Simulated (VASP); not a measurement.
# N (P6_3/mmc) in VASP: a series of runs, part 2 of 2

VASP 6.6.1. Earlier steps stand in the parts before.

## 6. Single point, PBEsol

This run uses another cell than the first one, of 6.72 Å³/atom, 1.111 times its volume.

Input file INCAR:

```
SYSTEM = N
ALGO = Normal
EDIFF = 1E-6
ENCUT = 520
GGA = PS
ISIF = 2
ISMEAR = -1
LASPH = .True.
LCHARG = .False.
LREAL = .False.
LWAVE = .False.
NBANDS = 12
NELM = 80
PREC = Accurate
SIGMA = 0.1
```

Input file KPOINTS:

```
k-points
0
Gamma
  8 8 7
  0 0 0
```

Input file POSCAR:

```
N
1.0
    2.5194740000      0.0000000000      0.0000000000
   -1.2597370000      2.1819280000      0.0000000000
    0.0000000000      0.0000000000      2.4460020000
N
2
Direct
    0.6666666667      0.3333333333      0.2500000000
    0.3333333333      0.6666666667      0.7500000000
```

Potentials or basis: VASP PAW PBE potentials, release 64 (N).

Started as:

```
cat potpaw_PBE.64/N/POTCAR > POTCAR
mpirun -np 1 vasp_std > vasp.out
```

OUTCAR:

```text
SYSTEM = N
   EDIFF = 1E-6
   ENCUT = 520
   GGA = PS
   ISIF = 2
   ISMEAR = -1
   LASPH = .True.
   LREAL = .False.
   NELM = 80
   PREC = Accurate

 ion  position               nearest neighbor table
   1  0.667  0.333  0.250-
   2  0.333  0.667  0.750-

  LATTYP: Found a hexagonal cell.
 ALAT       =     2.5194740000
 C/A-ratio  =     0.9708383575

  Lattice vectors:

 A1 = (   2.5194740000,   0.0000000000,   0.0000000000)
 A2 = (  -1.2597370000,   2.1819280000,   0.0000000000)
 A3 = (   0.0000000000,   0.0000000000,   2.4460020000)

Analysis of symmetry for initial positions (statically):
=====================================================================
 Subroutine PRICEL returns:
 Original cell was already a primitive cell.

 Routine SETGRP: Setting up the symmetry group for a
 hexagonal supercell.

 Subroutine GETGRP returns: Found 24 space group operations
 (whereof 12 operations were pure point group operations)
 out of a pool of 24 trial point group operations.

The static configuration has the point symmetry D_3d.
 The point group associated with its full space group is D_6h.

Analysis of symmetry for dynamics (positions and initial velocities):
=====================================================================
 Subroutine PRICEL returns:
 Original cell was already a primitive cell.

 Routine SETGRP: Setting up the symmetry group for a
 hexagonal supercell.

 Subroutine GETGRP returns: Found 24 space group operations
 (whereof 12 operations were pure point group operations)
 out of a pool of 24 trial point group operations.

The dynamic configuration has the point symmetry D_3d.
 The point group associated with its full space group is D_6h.

 Subroutine INISYM returns: Found 24 space group operations
 (whereof 12 operations are pure point group operations),
 and found     1 'primitive' translations

----------------------------------------------------------------------------------------

                                     Primitive cell

[... 119 lines left out ...]
   LEPSILON=     F    determine dielectric tensor
   LRPA    =     F    only Hartree local field effects (RPA)
 non-spin polarized calculation
  energy-cutoff  :      520.00
  volume of cell :       13.45
 maximum number of plane-waves:       381
 NGX is ok and might be reduce to    20
   NGX =  9   NGY =  9   NGZ =  9

 number of electron      10.0000001 magnetization

 Free energy of the ion-electron system (eV)
  ---------------------------------------------------
  ext. energy  EPLUGINS =         0.00000000
  ---------------------------------------------------
  free energy    TOTEN  =       -10.48296827 eV

  energy without entropy =      -10.46480144  energy(sigma->0) =      -10.47388485

 E-fermi :   6.9833     XC(G=0): -13.2704

 val. band max:        6.9462440645   @ k =   0.0000   0.0000   0.4286
 cond. band min:       7.0093710983   @ k =   0.1250   0.1250   0.2857
 fundamental gap:      0.0631270339
 Fermi energy:         6.9833093648

 k-point     1 :       0.0000    0.0000    0.0000
  band No.  band energies     occupation
      1     -15.0933      2.00000
      2       1.3934      2.00000
      3       2.1756      2.00000
      4       4.6389      2.00000
      5       4.6389      2.00000
      6       9.8245      0.00000
      7       9.8245      0.00000
      8      13.1680      0.00000
      9      21.3071      0.00000
     10      24.7917      0.00000
     11      32.1819      0.00000
     12      32.1819      0.00000
[... 331 lines left out ...]
 k-point    24 :       0.3750   -0.0000    0.2857
  band No.  band energies     occupation
      1     -10.3119      2.00000
      2      -4.7620      2.00000
      3      -1.1142      2.00000
      4       3.7006      2.00000
      5       3.8201      2.00000
      6       8.9003      0.00000
      7       9.6164      0.00000
      8      12.1994      0.00000
      9      23.5536      0.00000
     10      28.8059      0.00000
     11      32.4678      0.00000
     12      35.6241      0.00000

 [... further k-points ...]

------------------------ aborting loop because EDIFF is reached ----------------------------------------

  FORCE on cell =-STRESS in cart. coord.  units (eV):
  Direction    XX          YY          ZZ          XY          YZ          ZX
  --------------------------------------------------------------------------------------
  -------------------------------------------------------------------------------------
  Total        0.2501719      0.2501718     -0.8564143     -0.0000000      0.0000000      0.0000000
  in kB       29.8086269     29.8086136   -102.0439776     -0.0000000      0.0000000      0.0000000
  external PRESSURE =     -14.1422457 kB  Pullay stress =       0.0000000 kB

 VOLUME and BASIS-vectors are now :
 -----------------------------------------------------------------------------
  energy-cutoff  :      520.00
  volume of cell :       13.45
      direct lattice vectors                 reciprocal lattice vectors
     2.519474000  0.000000000  0.000000000     0.396908244  0.229155133  0.000000000
    -1.259737000  2.181928000  0.000000000     0.000000000  0.458310265  0.000000000
     0.000000000  0.000000000  2.446002000     0.000000000  0.000000000  0.408830410

 POSITION                                       TOTAL-FORCE (eV/Angst)
 -----------------------------------------------------------------------------------
      1.25974      0.72731      0.61150         0.000000     -0.000000      0.000000
     -0.00000      1.45462      1.83450        -0.000000      0.000000      0.000000
 -----------------------------------------------------------------------------------
    total drift:                               -0.000000      0.000000      0.000000

  FREE ENERGIE OF THE ION-ELECTRON SYSTEM (eV)
  ---------------------------------------------------
  free  energy   TOTEN  =       -10.4829682662 eV

  energy  without entropy=      -10.4648014400  energy(sigma->0) =      -10.47388485
```

stdout:

```text
POSCAR found type information on POSCAR N
 POSCAR found :  1 types and       2 ions
 scaLAPACK will be used
 -----------------------------------------------------------------------------
|                                                                             |
|                                                                             |
|     You enforced a specific xc type in the INCAR file but a different       |
|     I HOPE YOU KNOW WHAT YOU ARE DOING!                                     |
|                                                                             |
 -----------------------------------------------------------------------------

 LDA part: xc-table for (Slater+PW92), standard interpolation
 POSCAR, INCAR and KPOINTS ok, starting setup
 FFT: planning ... GRIDC
 FFT: planning ... GRID_SOFT
 FFT: planning ... GRID
 WAVECAR not read
 entering main loop
```

Run time: 12 s. Hardware: 1 thread of AMD EPYC 7R13, shared host; peak memory 0.08 GiB.

Results:

| Property | Result |
| --- | --- |
| Free energy | -10.4830 eV |
| Pressure | -1.4 GPa |
| Band gap on the k mesh | zero (band 5 reaches 8.20 eV, above the bottom of band 6 at 4.81 eV) |

Levels at points of the mesh, in eV from the Fermi level:
| k point | band 2 | band 3 | band 4 | band 5 | band 6 | band 7 | band 8 | band 9 |
| --- | --- | --- | --- | --- | --- | --- | --- | --- |
| (0.00, 0.00, 0.00) | -5.59 | -4.81 | -2.34 | -2.34 | 2.84 | 2.84 | 6.18 | 14.32 |
| (0.50, 0.00, 0.00) | -14.49 | -5.01 | -2.22 | -1.50 | 1.73 | 2.75 | 5.13 | 13.40 |

Caveat: the k points lie up to 0.37 Å⁻¹ apart; the PAW data sets were made with another functional, which shifts forces and pressure a little.

## 7. Summary

```csv
cell,gap on the mesh (eV),pressure (GPa)
"a = 2.433, b = 2.433, c = 2.362 Å, angles 90.0, 90.0, 120.0°, 2 atoms",none,27.5
"a = 2.455, b = 2.455, c = 2.383 Å, angles 90.0, 90.0, 120.0°, 2 atoms",none,18.9
"a = 2.477, b = 2.477, c = 2.405 Å, angles 90.0, 90.0, 120.0°, 2 atoms",none,11.2
"a = 2.498, b = 2.498, c = 2.425 Å, angles 90.0, 90.0, 120.0°, 2 atoms",none,4.5
"a = 2.519, b = 2.519, c = 2.446 Å, angles 90.0, 90.0, 120.0°, 2 atoms",none,-1.4
```

Alike in all rows: task single point; level PBEsol; potentials or basis VASP PAW PBE potentials, release 64 (N); no spin polarisation; k mesh 8 × 8 × 7; cutoff (eV) 520; smearing fermi-dirac 0.1 eV.

Caveats: all runs use coarse meshes; the PAW data sets were made with another functional, which shifts forces and pressure a little.

Absolute energies hang on the potentials; compare differences alone.
